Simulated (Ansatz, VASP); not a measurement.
# Nb2B3C in VASP and in Ansatz

```
CELL_PARAMETERS angstrom
2.77175 0.00000 0.00000
0.00000 2.77175 0.00000
0.00000 0.00000 7.55347
ATOMIC_POSITIONS crystal
Nb 0.50000 0.50000 0.81677
Nb 0.50000 0.50000 0.18323
B 0.00000 0.00000 0.60854
B 0.00000 0.00000 0.39146
B 0.50000 0.50000 0.50000
C 0.00000 0.00000 0.00000
```

Change from the starting cell: species swapped into the Er2Mg3Ru type (P4/mmm, No. 123).

Alike in both runs: functional PBE; k mesh 14 × 14 × 6; occupations gaussian, width 0.1 eV; no spin polarisation.

Ansatz relaxed the structure, and its values are those at the end. VASP's run is a single point on that final structure, the one shown.

|  | VASP | Ansatz |
| --- | --- | --- |
| version | VASP 6.6.1 | Ansatz 0.2.0 |
| potentials or method | VASP PAW PBE potentials, release 64 (Nb_sv, B, C), cutoff 520 eV | scalar-relativistic, plane waves, PAW |
| valence electrons in the cell | 39 | 39 |

Ansatz gave:

```
gap on the k mesh at the Fermi level (eV) : none
pressure (GPa)                            : 0.0
rms of the force components (eV/Å)        : 0.000
```

Q: Estimate VASP's values.

A: gap on the k mesh at the Fermi level (eV): none; pressure (GPa): -0.3; rms of the force components (eV/Å): 0.009.

A gap of «none» marks a metal or a gap that the smearing closes.
